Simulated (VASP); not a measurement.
# HfC (I4mm) in VASP: further runs

HfC is run at these levels: PBEsol; tasks: single point.

Program: VASP 6.6.1. These are calculated values, not measurements. Logs are shortened: lines on timing, memory, paths and dates and some standing lists are left out, and cuts for length are marked.

## (1) The cell of the first run

It takes space group I4mm (No. 107, tetragonal). Conventional cell: a = 3.288 Å, b = 3.288 Å, c = 4.650 Å, α = 90.00°, β = 90.00°, γ = 90.00°. Within 2.5 Å of Hf (site symmetry 4mm) lie 5 C at 1.88 to 2.37 Å. Within 2.5 Å of C (site symmetry 4mm) lie 5 Hf at 1.88 to 2.37 Å.

## (2) Single point, PBEsol (atom 2 (C) moved by (+0.000, -0.450) A along [1 1 0] and z)

Input file INCAR:

```
ALGO = Normal
EDIFF = 1E-7
ENCUT = 520
GGA = PS
ISIF = 2
ISMEAR = 0
LASPH = T
LCHARG = F
LREAL = F
LWAVE = F
NBANDS = 14
NELM = 80
PREC = Accurate
SIGMA = 0.15
```

Input file KPOINTS:

```
k-points
0
Gamma
  18 18 18
```

Input file POSCAR:

```
HfC
1.0
    0.0000000000      2.3250000000      2.3250000000
    2.3250000000      0.0000000000      2.3250000000
    2.3250000000      2.3250000000      0.0000000000
Hf C
1 1
Direct
    0.5000000000      0.5000000000      0.5000000000
   -0.0967741935     -0.0967741935      0.0967741935
```

Potentials or basis: VASP PAW PBE potentials, release 64 (Hf_pv, C).

Run with:

```sh
cat potpaw_PBE.64/Hf_pv/POTCAR potpaw_PBE.64/C/POTCAR > POTCAR
mpirun -np 1 vasp_std > vasp.out
```

OUTCAR:

```text
EDIFF = 1E-7
   ENCUT = 520
   GGA = PS
   ISIF = 2
   ISMEAR = 0
   LASPH = T
   LREAL = F
   NELM = 80
   PREC = Accurate

 ion  position               nearest neighbor table
   1  0.500  0.500  0.500-   2 1.88   2 2.37   2 2.37   2 2.37   2 2.37   2 2.77
   2  0.903  0.903  0.097-   1 1.88   1 2.37   1 2.37   1 2.37   1 2.37   1 2.77

  LATTYP: Found a face centered cubic cell.
 ALAT       =     4.6500000000

  Lattice vectors:

 A1 = (   0.0000000000,   2.3250000000,   2.3250000000)
 A2 = (   2.3250000000,   0.0000000000,   2.3250000000)
 A3 = (   2.3250000000,   2.3250000000,   0.0000000000)

Analysis of symmetry for initial positions (statically):
=====================================================================
 Subroutine PRICEL returns:
 Original cell was already a primitive cell.

 Routine SETGRP: Setting up the symmetry group for a
 face centered cubic supercell.

 Subroutine GETGRP returns: Found  8 space group operations
 (whereof  8 operations were pure point group operations)
 out of a pool of 48 trial point group operations.

The static configuration has the point symmetry C_4v.

Analysis of symmetry for dynamics (positions and initial velocities):
=====================================================================
 Subroutine PRICEL returns:
 Original cell was already a primitive cell.

 Routine SETGRP: Setting up the symmetry group for a
 face centered cubic supercell.

 Subroutine GETGRP returns: Found  8 space group operations
 (whereof  8 operations were pure point group operations)
 out of a pool of 48 trial point group operations.

The dynamic configuration has the point symmetry C_4v.

 Subroutine INISYM returns: Found  8 space group operations
 (whereof  8 operations are pure point group operations),
 and found     1 'primitive' translations

----------------------------------------------------------------------------------------

                                     Primitive cell

  volume of cell :      25.1362

  direct lattice vectors                    reciprocal lattice vectors
     0.000000000  2.325000000  2.325000000    -0.215053763  0.215053763  0.215053763
     2.325000000  0.000000000  2.325000000     0.215053763 -0.215053763  0.215053763
     2.325000000  2.325000000  0.000000000     0.215053763  0.215053763 -0.215053763

  length of vectors
     3.288046533  3.288046533  3.288046533     0.372484045  0.372484045  0.372484045

  position of ions in fractional coordinates (direct lattice)
     0.500000000  0.500000000  0.500000000
     0.903225806  0.903225806  0.096774194

  ion indices of the primitive-cell ions
   primitive index   ion index
                 1           1
                 2           2

----------------------------------------------------------------------------------------

 KPOINTS: k-points

Automatic generation of k-mesh.
 Grid dimensions read from file:
 generate k-points for:   18   18   18

 Generating k-lattice:

  Cartesian coordinates                     Fractional coordinates (reciprocal lattice)
    -0.011947431  0.011947431  0.011947431     0.055555556  0.000000000  0.000000000
     0.011947431 -0.011947431  0.011947431     0.000000000  0.055555556  0.000000000
     0.011947431  0.011947431 -0.011947431     0.000000000  0.000000000  0.055555556

  Length of vectors
     0.020693558  0.020693558  0.020693558

  Shift w.r.t. Gamma in fractional coordinates (k-lattice)
     0.000000000  0.000000000  0.000000000

 Subroutine IBZKPT returns following result:
 ===========================================

 Found    480 irreducible k-points:

 Following reciprocal coordinates:
            Coordinates               Weight
  0.000000  0.000000  0.000000      1.000000
  0.055556  0.000000  0.000000      8.000000
  0.111111  0.000000  0.000000      8.000000
  0.166667  0.000000  0.000000      8.000000
  0.222222  0.000000  0.000000      8.000000
  0.277778  0.000000  0.000000      8.000000
[... 16 lines left out ...]
  0.388889  0.055556  0.000000      8.000000
  0.000000  0.388889  0.055556     16.000000
 [... further k-points ...]
   k-points           NKPTS =    480   k-points in BZ     NKDIM =    480   number of bands    NBANDS=     14
   number of dos      NEDOS =    301   number of ions     NIONS =      2
   total plane-waves  NPLWV =  13824
   dimension x,y,z NGX =    24 NGY =   24 NGZ =   24
   dimension x,y,z NGXF=    48 NGYF=   48 NGZF=   48
   ions per type =               1   1
   NGX,Y,Z   is equivalent  to a cutoff of  12.13, 12.13, 12.13 a.u.
   NGXF,Y,Z  is equivalent  to a cutoff of  24.27, 24.27, 24.27 a.u.
 SYSTEM =  unknown system
   PREC   = accura    normal or accurate (medium, high low for compatibility)
   ISTART =      0    job   : 0-new  1-cont  2-samecut
   ICHARG =      2    charge: 1-file 2-atom 10-const
   ISPIN  =      1    spin polarized calculation?
   LNONCOLLINEAR =      F non collinear calculations
   LSORBIT =      F    spin-orbit coupling
   LASPH  =      T    aspherical Exc in radial PAW
   ENCUT  =  520.0 eV  38.22 Ry    6.18 a.u.   6.11  6.11  6.11*2*pi/ulx,y,z
   NELM   =     80;   NELMIN=  2; NELMDL= -5     # of ELM steps
   EDIFF  = 0.1E-06   stopping-criterion for ELM
   LREAL  =      F    real-space projection
   EDIFFG = 0.1E-05   stopping-criterion for IOM
   NSW    =      0    number of steps for IOM
   IBRION =     -1    ionic relax: 0-MD 1-quasi-New 2-CG
   NFREE  =      0    steps in history (QN), initial steepest desc. (CG)
   ISIF   =      2    stress and relaxation
   ISYM   =      2    0-nonsym 1-usesym 2-fastsym
   POTIM  = 0.5000    time-step for ionic-motion
   TEBEG  =    0.0;   TEEND  =   0.0 temperature during run
   PSTRESS=    0.0 pullay stress
   NELECT =      14.0000    total number of electrons
   NUPDOWN=      -1.0000    fix difference up-down
   EMIN   =  10.00;   EMAX   =-10.00  energy-range for DOS
   EFERMI =   0.00;   METHOD = LEGACY
   ISMEAR =     0;   SIGMA  =   0.15  broadening in eV -4-tet -1-fermi 0-gaus
   EFERMI_NEDOS =   21; number of points for ismear=-14 and -15
   IALGO  =     38    algorithm
   IMIX   =      4    mixing-type and parameters
     AMIX     =   0.40;   BMIX     =  1.00
     AMIX_MAG =   1.60;   BMIX_MAG =  1.00
  volume/ion in A,a.u.               =      12.57        84.81
  Fermi-wavevector in a.u.,A,eV,Ry     =   1.346949  2.545365 24.684672  1.814272
  Thomas-Fermi vector in A             =   2.474740
   LORBIT       =      0    0 simple, 1 ext, 2 COOP (PROOUT), +10 PAW based schemes
   GGA     = PS    functional components
   LHFCALC =     F    Hartree Fock is set to
   AEXX    =    0.0000 exact exchange contribution
   IVDW    =     0    specifies the selected vdW correction
   LEPSILON=     F    determine dielectric tensor
   LRPA    =     F    only Hartree local field effects (RPA)
 non-spin polarized calculation
 Gauss-broadening in eV      SIGMA  =   0.15
  energy-cutoff  :      520.00
  volume of cell :       25.14
 maximum number of plane-waves:       700
   NGX = 13   NGY = 13   NGZ = 13

 number of electron      14.0000000 magnetization

 Free energy of the ion-electron system (eV)
  ---------------------------------------------------
  ext. energy  EPLUGINS =         0.00000000
  ---------------------------------------------------
  free energy    TOTEN  =       -21.05857388 eV

  energy without entropy =      -21.05629717  energy(sigma->0) =      -21.05743553

 E-fermi :   5.6426     XC(G=0): -12.3398

 val. band max:        5.6358642517   @ k =   0.4444   0.3889   0.0000
 cond. band min:       5.6622062266   @ k =   0.3889   0.3333   0.0556
 fundamental gap:      0.0263419749
 Fermi energy:         5.6425737737

 k-point     1 :       0.0000    0.0000    0.0000
  band No.  band energies     occupation
      1     -23.7657      2.00000
      2     -23.6108      2.00000
      3     -23.6108      2.00000
      4      -6.3429      2.00000
      5       4.4161      2.00000
      6       4.4161      2.00000
      7       4.8044      2.00000
      8       7.2198      0.00000
      9       9.2608      0.00000
     10      10.1724      0.00000
     11      10.1724      0.00000
     12      11.9488      0.00000
     13      12.9744      0.00000
     14      16.3330      0.00000

 k-point     2 :       0.0556    0.0000    0.0000
  band No.  band energies     occupation
      1     -23.7765      2.00000
      2     -23.6254      2.00000
      3     -23.6133      2.00000
      4      -6.2644      2.00000
      5       4.1578      2.00000
      6       4.3900      2.00000
      7       4.9124      2.00000
      8       7.2221      0.00000
      9       8.9180      0.00000
     10       9.9146      0.00000
     11      10.6955      0.00000
     12      12.2318      0.00000
     13      13.2209      0.00000
     14      16.5608      0.00000

 k-point     3 :       0.1111    0.0000    0.0000
  band No.  band energies     occupation
      1     -23.8148      2.00000
      2     -23.6593      2.00000
      3     -23.6206      2.00000
      4      -6.0346      2.00000
      5       3.6641      2.00000
      6       4.2976      2.00000
      7       4.9534      2.00000
      8       7.2536      0.00000
      9       8.5504      0.00000
     10       9.5049      0.00000
     11      11.6090      0.00000
     12      12.8093      0.00000
     13      13.8466      0.00000
     14      17.2065      0.00000
[... 324 lines left out ...]
 k-point    23 :       0.3889    0.0556    0.0000
  band No.  band energies     occupation
      1     -24.2894      2.00000
      2     -23.7597      2.00000
      3     -23.6938      2.00000
      4      -3.6504      2.00000
      5       0.7652      2.00000
      6       3.2529      2.00000
      7       3.3295      2.00000
      8       8.9094      0.00000
      9      10.4234      0.00000
     10      10.5952      0.00000
     11      13.5766      0.00000
     12      14.6493      0.00000
     13      17.6791      0.00000
     14      19.6121      0.00000

 k-point    24 :       0.0000    0.3889    0.0556
  band No.  band energies     occupation
      1     -24.2745      2.00000
      2     -23.7769      2.00000
      3     -23.6875      2.00000
      4      -3.6914      2.00000
      5       0.7605      2.00000
      6       3.0646      2.00000
      7       3.6594      2.00000
      8       8.6115      0.00000
      9      10.1280      0.00000
     10      10.6886      0.00000
     11      14.1323      0.00000
     12      15.3557      0.00000
     13      16.9091      0.00000
     14      19.1064      0.00000

 [... further k-points ...]

------------------------ aborting loop because EDIFF is reached ----------------------------------------

  FORCE on cell =-STRESS in cart. coord.  units (eV):
  Direction    XX          YY          ZZ          XY          YZ          ZX
  --------------------------------------------------------------------------------------
  -------------------------------------------------------------------------------------
  Total       -1.3597598     -1.3597598      9.9452145      0.0000000      0.0000000      0.0000000
  in kB      -86.6710228    -86.6710228    633.9074712      0.0000000      0.0000000      0.0000000
  external PRESSURE =     153.5218085 kB  Pullay stress =       0.0000000 kB

 VOLUME and BASIS-vectors are now :
 -----------------------------------------------------------------------------
  energy-cutoff  :      520.00
  volume of cell :       25.14
      direct lattice vectors                 reciprocal lattice vectors
     0.000000000  2.325000000  2.325000000    -0.215053763  0.215053763  0.215053763
     2.325000000  0.000000000  2.325000000     0.215053763 -0.215053763  0.215053763
     2.325000000  2.325000000  0.000000000     0.215053763  0.215053763 -0.215053763

 POSITION                                       TOTAL-FORCE (eV/Angst)
 -----------------------------------------------------------------------------------
      2.32500      2.32500      2.32500         0.000000      0.000000     -6.835421
      2.32500      2.32500      4.20000         0.000000      0.000000      6.835421
 -----------------------------------------------------------------------------------
    total drift:                               -0.000000     -0.000000      0.000024

  FREE ENERGIE OF THE ION-ELECTRON SYSTEM (eV)
  ---------------------------------------------------
  free  energy   TOTEN  =       -21.0585738820 eV

  energy  without entropy=      -21.0562971699  energy(sigma->0) =      -21.05743553
```

Run time: 74 s. Hardware: 1 thread of Intel Xeon Platinum 8259CL at 2.50GHz (Skylake/Cascade Lake), shared host; peak memory 0.29 GiB.

What came out:

| Quantity | Value |
| --- | --- |
| Free energy | -21.0586 eV |
| Pressure | 15.4 GPa |
| Largest force | 6.835 eV/Å |
| Band gap on the k mesh | zero (band 7 reaches 5.69 eV, above the bottom of band 8 at 4.98 eV) |

Forces on the atoms (eV/Å):
```
Hf   0.000  0.000 -6.835
C    0.000  0.000  6.835
```

Stress tensor (GPa, compression positive):
```
-8.67  0.00  0.00
 0.00 -8.67  0.00
 0.00  0.00 63.39
```

Caveat: the cell differs from its parent crystal (atom 2 (C) moved by (+0.000, -0.450) A along [1 1 0] and z); the PAW data sets were made with another functional, which shifts forces and pressure a little; spin-orbit coupling is left out, which moves the levels of the heavy elements.

## (3) Single point, PBEsol (atom 2 (C) moved by (+0.000, -0.225) A along [1 1 0] and z)

Input file INCAR:

```
SYSTEM = HfC
PREC = Accurate
ENCUT = 520
EDIFF = 1E-6
ISMEAR = 0
SIGMA = 0.15
LREAL = .False.
LASPH = .True.
NELM = 100
ALGO = Normal
ISIF = 2
LWAVE = .False.
LCHARG = .False.
GGA = PS
NBANDS = 14
```

Input file KPOINTS:

```
Automatic mesh
0
Gamma
  18 18 18
  0 0 0
```

Changes to POSCAR since step 2:

```diff
@@ -9,2 +9,2 @@
     0.5000000000      0.5000000000      0.5000000000
-   -0.0967741935     -0.0967741935      0.0967741935
+   -0.0483870968     -0.0483870968      0.0483870968
```

Potentials or basis: VASP PAW PBE potentials, release 64 (Hf_pv, C).

Run with:

```sh
cat potpaw_PBE.64/Hf_pv/POTCAR potpaw_PBE.64/C/POTCAR > POTCAR
mpirun -np 1 vasp_std > vasp.out
```

OUTCAR:

```text
SYSTEM = HfC
   PREC = Accurate
   ENCUT = 520
   EDIFF = 1E-6
   ISMEAR = 0
   LREAL = .False.
   LASPH = .True.
   NELM = 100
   ISIF = 2
   GGA = PS

 ion  position               nearest neighbor table
   1  0.500  0.500  0.500-   2 2.10   2 2.34   2 2.34   2 2.34   2 2.34   2 2.55
   2  0.952  0.952  0.048-   1 2.10   1 2.34   1 2.34   1 2.34   1 2.34   1 2.55

  LATTYP: Found a face centered cubic cell.
 ALAT       =     4.6500000000

  Lattice vectors:

 A1 = (   0.0000000000,   2.3250000000,   2.3250000000)
 A2 = (   2.3250000000,   0.0000000000,   2.3250000000)
[... 594 lines left out ...]

  FORCE on cell =-STRESS in cart. coord.  units (eV):
  Direction    XX          YY          ZZ          XY          YZ          ZX
  --------------------------------------------------------------------------------------
  -------------------------------------------------------------------------------------
  Total       -1.1937166     -1.1937166      1.3697254      0.0000000      0.0000000      0.0000000
  in kB      -76.0874383    -76.0874383     87.3062287      0.0000000      0.0000000      0.0000000
  external PRESSURE =     -21.6228826 kB  Pullay stress =       0.0000000 kB

 VOLUME and BASIS-vectors are now :
 -----------------------------------------------------------------------------
  energy-cutoff  :      520.00
  volume of cell :       25.14
      direct lattice vectors                 reciprocal lattice vectors
     0.000000000  2.325000000  2.325000000    -0.215053763  0.215053763  0.215053763
     2.325000000  0.000000000  2.325000000     0.215053763 -0.215053763  0.215053763
     2.325000000  2.325000000  0.000000000     0.215053763  0.215053763 -0.215053763

 POSITION                                       TOTAL-FORCE (eV/Angst)
 -----------------------------------------------------------------------------------
      2.32500      2.32500      2.32500         0.000000      0.000000     -2.026785
      2.32500      2.32500      4.42500         0.000000      0.000000      2.026785
 -----------------------------------------------------------------------------------
    total drift:                               -0.000000     -0.000000      0.000346

  FREE ENERGIE OF THE ION-ELECTRON SYSTEM (eV)
  ---------------------------------------------------
  free  energy   TOTEN  =       -21.9807365464 eV

  energy  without entropy=      -21.9794323162  energy(sigma->0) =      -21.98008443
```

OSZICAR:

```text
N       E                     dE             d eps       ncg     rms          rms(c)
DAV:   1     0.220924833414E+02    0.22092E+02   -0.73403E+03 13480   0.945E+02
DAV:   2    -0.235590555092E+02   -0.45652E+02   -0.42935E+02 17348   0.202E+02
DAV:   3    -0.249869133333E+02   -0.14279E+01   -0.14240E+01 16200   0.263E+01
DAV:   4    -0.249931311869E+02   -0.62179E-02   -0.62175E-02 15936   0.217E+00
DAV:   5    -0.249931716037E+02   -0.40417E-04   -0.40417E-04 16396   0.155E-01    0.592E+01
DAV:   6    -0.220531577476E+02    0.29400E+01   -0.10359E+01 15300   0.176E+01    0.415E+01
DAV:   7    -0.219984828356E+02    0.54675E-01   -0.53629E-01 17370   0.509E+00    0.238E+01
DAV:   8    -0.219864224594E+02    0.12060E-01   -0.64875E-02 16248   0.193E+00    0.523E+00
DAV:   9    -0.219810341783E+02    0.53883E-02   -0.18143E-02 15342   0.781E-01    0.195E+00
DAV:  10    -0.219807385583E+02    0.29562E-03   -0.12098E-03 17238   0.259E-01    0.129E-01
DAV:  11    -0.219807366455E+02    0.19127E-05   -0.71196E-05 15336   0.709E-02    0.875E-02
DAV:  12    -0.219807365464E+02    0.99109E-07   -0.19343E-06 15930   0.116E-02
   1 F= -.21980737E+02 E0= -.21980084E+02  d E =-.130423E-02
```

Wall time 66 s (1 thread of Intel Xeon Platinum 8259CL at 2.50GHz (Skylake/Cascade Lake), shared host); peak memory 0.29 GiB.

What came out:

```
Free energy            : -21.9807 eV
Pressure               : -2.2 GPa
Largest force          : 2.027 eV/Å
Band gap on the k mesh : zero (band 7 reaches 6.29 eV, above the bottom of band 8 at 5.25 eV)
```

Forces on the atoms (eV/Å):
```
Hf   0.000  0.000 -2.027
C    0.000  0.000  2.027
```

Caveat: the cell differs from its parent crystal (atom 2 (C) moved by (+0.000, -0.225) A along [1 1 0] and z); the PAW data sets were made with another functional, which shifts forces and pressure a little; spin-orbit coupling is left out, which moves the levels of the heavy elements.
